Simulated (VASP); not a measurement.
A run of VASP 6.6.1:

File INCAR:

```
PREC     = Accurate       # precision mode
ENCUT    = 520            # plane-wave cutoff, eV
EDIFF    = 1E-6           # SCF threshold, eV
ISMEAR   = 0              # smearing method
SIGMA    = 0.02           # smearing width, eV
LREAL    = False          # projectors in reciprocal space
LASPH    = True           # aspherical terms in the spheres
NELM     = 150            # most SCF steps
ALGO     = Normal         # electronic algorithm
ISIF     = 2              # what is computed and relaxed
LWAVE    = False          # write WAVECAR
LCHARG   = False          # write CHGCAR
ISPIN    = 2              # spin polarisation
MAGMOM   = 0 0 0 0 0 0 1 0 0 0 0 # initial moments
LORBIT   = 11             # projections on sites
GGA      = PE             # functional
IBRION   = 2              # ionic algorithm
NSW      = 80             # ionic steps
EDIFFG   = -0.02          # ionic threshold
KPAR     = 4
```

Contents of KPOINTS:

```
Automatic mesh
0
Gamma
  2 3 3
  0.5 0 0
```

POSCAR

```
Ga6AsP4
1.0
    0.0000000000      0.0000000000      6.3938254255
    5.8216461915      3.3611289958      0.0000000000
   -5.8216461915      3.3611289958      0.0000000000
Ga As P
6 1 4
Direct
    0.4999503398      0.3333333333      1.0000000000
    0.4999503398      0.6666666667      0.6666666667
    0.4999503398      0.0000000000      0.3333333333
    0.9999503398      0.3333333333      0.3333333333
    0.9999503398      0.6666666667      0.0000000000
    0.9999503398      0.0000000000      0.6666666667
    0.8740496602      0.3333333333      1.0000000000
    0.8740496602      0.6666666667      0.6666666667
    0.3740496602      0.3333333333      0.3333333333
    0.3740496602      0.6666666667      0.0000000000
    0.3740496602      0.0000000000      0.6666666667
```

Potentials or basis: VASP PAW PBE potentials, release 64 (Ga_d, As, P).

Launch:

```console
$ cat potpaw_PBE.64/Ga_d/POTCAR potpaw_PBE.64/As/POTCAR potpaw_PBE.64/P/POTCAR > POTCAR
$ mpirun -np 4 vasp_std > vasp.out
```

Hardware: 4 MPI ranks on Intel(R) Xeon(R) Platinum 8488C (Sapphire Rapids), on a shared host.

Estimate the wall time of this run.

It took 11 min on 4 MPI ranks on Intel(R) Xeon(R) Platinum 8488C (Sapphire Rapids) (shared host), peak memory 0.5 GiB a rank. Counts: scf iterations 135, k points 5, ion steps 18.
